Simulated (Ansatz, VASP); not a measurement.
One calculation of Ga, two programs

The input INCAR:

```
SYSTEM = Ga
  ALGO = Normal
  EDIFF = 1E-8
  ENCUT = 520
  GGA = CA
  ISIF = 2
  ISMEAR = -1
  LASPH = .True.
  LCHARG = .False.
  LEFG = .True.
  LREAL = .False.
  LWAVE = .False.
  NBANDS = 20
  NELM = 80
  PREC = Accurate
  SIGMA = 0.08
```

File KPOINTS:

```
k-points
0
Gamma
  12 12 10
  0 0 0
```

POSCAR

```
Ga
1.0
    1.4784385925     -4.1447261232      0.0000000000
    1.4784385925      4.1447261232      0.0000000000
    0.0000000000      0.0000000000      3.2321726471
Ga
2
Direct
    0.8670000000      0.1330000000      0.2500000000
    0.1330000000      0.8670000000      0.7500000000
```

Input for Ansatz:

```yaml
crystal:
  lattice:
    - [1.4784385925, -4.1447261232, 0.0]
    - [1.4784385925, 4.1447261232, 0.0]
    - [0.0, 0.0, 3.2321726471]
  atoms:
    - { symbol: Ga, position: [0.867, 0.133, 0.25] }
    - { symbol: Ga, position: [0.133, 0.867, 0.75] }
kpoints:
  mp_grid: { grid: [12, 12, 10] }
scf:
  occupations: { method: fermi_dirac, width: 0.08 }
hamiltonian:
  xc: lda
  pseudopotentials: { kind: all_electron, datasets: crystal }
output:
  forces: true
  stress: true
  eigenvalues: true
  efg: { contact_densities: true }
```

Change from the starting cell: volume scaled by 1.06, crystal datasets.

Alike in both runs: task electric field gradients; functional LDA; k mesh 12 × 12 × 10; occupations fermi-dirac, width 0.08 eV; no spin polarisation.

|  | VASP | Ansatz |
| --- | --- | --- |
| version | VASP 6.6.1 | Ansatz 0.2.0 |
| potentials or method | VASP PAW LDA potentials, release 64 (Ga_d), cutoff 520 eV | all-electron PAW with datasets made for the crystal, scalar-relativistic |

Ansatz gave:

* pressure (GPa): -6.0
* traceless stress, the component that is largest in VASP (GPa): -1.59
* rms of the force components (eV/Å): 0.084
* size of Vzz on the site where it differs most (V/Å²): 26.8

What did VASP give for the same quantities?

Pressure (GPa): -5.9; traceless stress, the component that is largest in VASP (GPa): -1.60; rms of the force components (eV/Å): 0.086; size of Vzz on the site where it differs most (V/Å²): 26.0.

LDA's correlation is that of Perdew and Zunger in VASP and of Perdew and Wang (1992) in Ansatz. Atom by atom the forces differ by 0.002 eV/Å (rms over components). Ansatz ran all-electron here, and VASP with PAW potentials. Ansatz's warnings: printed levels off.
